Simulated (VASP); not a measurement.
Wanted: the native input for a VASP 6.6.1 run.

```yaml
Task: single point
Functional: PBE
Potentials_or_basis: VASP PAW PBE potentials, release 64 (Ti_sv)
Cutoff: 520 eV
k_mesh: 15 × 15 × 15
Occupations: fermi-dirac, width 0.05 eV
Spin: no spin polarisation
Dipole_correction: no
Further_INCAR_settings: ALGO = Normal; EDIFF = 1e-07; NBANDS = 12
```

The structure of Ti lies in POSCAR:

```
Ti
1.0
    0.0000000000      1.9889123197      1.9889123197
    1.9889123197      0.0000000000      1.9889123197
    1.9889123197      1.9889123197      0.0000000000
Ti
1
Direct
    0.0000000000      0.0000000000      0.0000000000
```

This cell differs from its parent crystal: volume scaled by 0.9405.

These files were run (other wordings do the same):

INCAR

```
SYSTEM = Ti
  ALGO = Normal
  EDIFF = 1E-7
  ENCUT = 520
  GGA = PE
  ISIF = 2
  ISMEAR = -1
  LASPH = .TRUE.
  LCHARG = .FALSE.
  LREAL = .FALSE.
  LWAVE = .FALSE.
  NBANDS = 12
  NELM = 80
  PREC = Accurate
  SIGMA = 0.05
```

KPOINTS

```
k-points
0
G
  15 15 15
  0 0 0
```

Potentials or basis: VASP PAW PBE potentials, release 64 (Ti_sv).

Launch:

```console
$ cat potpaw_PBE.64/Ti_sv/POTCAR > POTCAR
$ mpirun -np 1 vasp_std > vasp.out
```

Results of the run:

| Item | Value |
| --- | --- |
| Pressure | 12.4 GPa |
| Band gap on the k mesh | zero (band 6 reaches 10.24 eV, above the bottom of band 7 at 8.98 eV) |

Wall time 12 s on 1 thread of Intel Xeon 6975P-C, with other jobs on the host, peak memory 0.15 GiB.
